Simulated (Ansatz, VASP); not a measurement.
CaO: VASP beside Ansatz

```xyz
2
Lattice="0.0000 2.3537 2.3537 2.3537 0.0000 2.3537 2.3537 2.3537 0.0000" Properties=species:S:1:pos:R:3 pbc="T T T"
Ca    0.0000    0.0000    0.0000
O     2.3537    2.3537    2.3537
```

Alike in both runs: functional LDA; k mesh 8 × 8 × 8; occupations gaussian, width 0.02 eV; no spin polarisation.

Ansatz relaxed the structure, and its values are those at the end. VASP's run is a single point on that final structure, the one shown.

```csv
,VASP,Ansatz
version,VASP 6.6.1,Ansatz 0.2.0
potentials or method,"VASP PAW LDA potentials, release 64 (Ca_sv, O), cutoff 600 eV","scalar-relativistic, plane waves, PAW"
valence electrons in the cell,16,16
```

Ansatz gave:

```
gap on the k mesh at the Fermi level (eV) : 3.45
least direct gap on the mesh (eV)         : 3.81
pressure (GPa)                            : 0.0
```

Q: Which values does VASP return?

A: gap on the k mesh at the Fermi level (eV): 3.42; least direct gap on the mesh (eV): 3.78; pressure (GPa): 0.9.

Ansatz warns that its potentials were made for another functional, while VASP's fit it. LDA's correlation is that of Perdew and Zunger in VASP and of Perdew and Wang (1992) in Ansatz.
